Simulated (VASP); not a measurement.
A run of VASP 6.6.1 is set up as follows.

The input INCAR:

```
ALGO = Normal
EDIFF = 1E-6
ENCUT = 520
GGA = PE
ISIF = 2
ISMEAR = -1
LASPH = T
LCHARG = T
LELF = T
LREAL = F
LVHAR = T
LWAVE = F
NBANDS = 32
NELM = 80
PREC = Accurate
SIGMA = 0.1
```

Contents of KPOINTS:

```
k-points
0
Gamma
  5 5 2
```

File POSCAR:

```
Hf2Sb3Au
1.0
    4.0058705632      0.0000000000      0.0000000000
    0.0000000000      4.0058705632      0.0000000000
    0.0000000000      0.0000000000      8.6153351056
Au Hf Sb
1 2 3
Direct
    0.0000000000      0.0000000000      0.0000000000
    0.0000000000      0.5000000000      0.7321409780
    0.5000000000      0.0000000000      0.2678590220
    0.5000000000      0.5000000000      0.0000000000
    0.0000000000      0.5000000000      0.3776391517
    0.5000000000      0.0000000000      0.6223608483
```

Potentials or basis: VASP PAW PBE potentials, release 64 (Au, Hf_pv, Sb).

Run with:

```sh
$ cat potpaw_PBE.64/Au/POTCAR potpaw_PBE.64/Hf_pv/POTCAR potpaw_PBE.64/Sb/POTCAR > POTCAR
$ mpirun -np 1 vasp_std > vasp.out
```

(1) Estimate the band gap on the k mesh.

(2) What does it give for the largest force?

(3) Predict the pressure.

## Answers

(1) zero (bands 23 and 24 overlap by 2.08 eV).

(2) 0.022 eV/Å.

(3) -0.3 GPa.

Caveat: the k points lie up to 0.36 Å⁻¹ apart, too coarse for converged energies and pressures of a metal; spin-orbit coupling is left out, which moves the levels of the heavy elements.
